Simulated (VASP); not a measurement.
A run of VASP 6.6.1:

The input INCAR:

```
ALGO = Normal ; EDIFF = 1E-6
ENCUT = 520 ; GGA = PS
ISIF = 2 ; ISMEAR = -1
IVDW = 12 ; LASPH = T
LCHARG = F ; LREAL = F
LWAVE = F ; NBANDS = 18
NELM = 80 ; PREC = Accurate
SIGMA = 0.1
```

Contents of KPOINTS:

```
k-points
0
Gamma
  10 10 6
```

File POSCAR:

```
TaTi
1.0
    1.5994799587     -2.2757215610      0.0000000000
    1.5994799587      2.2757215610      0.0000000000
    0.0000000000      0.0000000000      4.5353151062
Ti Ta
1 1
Direct
    0.5000000000      0.5000000000      0.5000000000
    0.0000000000      0.0000000000      0.0000000000
```

Potentials or basis: VASP PAW PBE potentials, release 64 (Ti_sv, Ta_pv).

Run with:

```bash
$ cat potpaw_PBE.64/Ti_sv/POTCAR potpaw_PBE.64/Ta_pv/POTCAR > POTCAR
$ mpirun -np 1 vasp_std > vasp.out
```

Hardware: 1 thread of AMD EPYC 7R43 64-Core Processor (Zen 3) (shared host).

Question: How long does it take, and how much memory?

Answer: It took 84 s on 1 thread of AMD EPYC 7R43 64-Core Processor (Zen 3), on a shared host, peak memory 0.19 GiB. Counts: scf iterations 15, k points 124.
